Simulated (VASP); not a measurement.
Set up this calculation in VASP 6.6.1, as the native input.

```yaml
Task: relaxation of cell and atoms
Functional: PBE
Potentials_or_basis: VASP PAW PBE potentials, release 64 (Nb_sv, Li_sv)
Cutoff: 600 eV
k_mesh: 13 × 13 × 13
Occupations: fermi-dirac, width 0.05 eV
Spin: no spin polarisation
Dipole_correction: no
Further_INCAR_settings: ALGO = Normal; EDIFF = 1e-06; IBRION = 2; EDIFFG = -0.02; NSW = 50; ISIF = 3
```

The structure of LiNb lies in POSCAR:

```
LiNb
1.0
    3.4200000000      0.0000000000      0.0000000000
    0.0000000000      3.4200000000      0.0000000000
    0.0000000000      0.0000000000      3.4200000000
Nb Li
1 1
Direct
    0.0000000000      0.0000000000      0.0000000000
    0.5000000000      0.5000000000      0.5000000000
```

The input as run:

INCAR

```
ALGO = Normal
EDIFF = 1E-6
EDIFFG = -0.02
ENCUT = 600
GGA = PE
IBRION = 2
ISIF = 3
ISMEAR = -1
LASPH = True
LCHARG = False
LREAL = False
LWAVE = False
NELM = 100
NSW = 50
PREC = Accurate
SIGMA = 0.05
```

KPOINTS

```
k-points
0
Gamma
  13 13 13
```

Potentials or basis: VASP PAW PBE potentials, release 64 (Nb_sv, Li_sv).

Command:

```bash
$ cat potpaw_PBE.64/Nb_sv/POTCAR potpaw_PBE.64/Li_sv/POTCAR > POTCAR
$ mpirun -np 1 vasp_std > vasp.out
```

It gave:

* Relaxed volume: 15.30 Å³/atom
* Relaxed cell: a = 3.127 Å, b = 3.127 Å, c = 3.127 Å, α = 90.00°, β = 90.00°, γ = 90.00°
* Space group after relaxing (to 0.05 Å): Pm-3m (No. 221)
* Energy gained by relaxing: 264.0 meV/atom
* Ionic steps: 2
* Pressure after relaxing: -0.2 GPa
* Band gap on the k mesh: zero (band 8 reaches 8.52 eV, above the bottom of band 9 at 7.17 eV)

Caveat: the cutoff is under 1.25 times the usual one of these potentials, so pressure, stress and relaxed cells hold a basis-set (Pulay) error; the volume moved by over 15 % at a fixed basis, so the end points are rough.

Run time: 54 s on 1 thread of Intel(R) Xeon(R) Platinum 8259CL CPU @ 2.50GHz (Skylake/Cascade Lake), on a shared host, peak memory 0.19 GiB.
